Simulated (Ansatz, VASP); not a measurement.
## Two plane-wave programs on In

```
In
1.0
     4.51991    0.00000    0.00000
     0.00000    4.51991    0.00000
     0.00000    0.00000    4.51991
In
3
Direct
  0.50000 0.00000 0.00000
  0.00000 0.50000 0.00000
  0.00000 0.00000 0.50000
```

Alike in both runs: functional PBE; k mesh 4 × 4 × 4; occupations gaussian, width 0.1 eV; no spin polarisation.

Ansatz relaxed the structure, and its values are those at the end. VASP's run is a single point on that final structure, the one shown.

```csv
,VASP,Ansatz
version,VASP 6.6.1,Ansatz 0.2.0
potentials or method,"VASP PAW PBE potentials, release 64 (In_d), cutoff 520 eV","scalar-relativistic, plane waves, PAW"
valence electrons in the cell,39,39
```

|  | VASP | Ansatz | Ansatz less VASP |
| --- | --- | --- | --- |
| gap on the k mesh at the Fermi level (eV) | none | none | - |
| pressure (GPa) | 0.1 | 0.1 | +0.03 |

A gap of «none» marks a metal or a gap that the smearing closes.
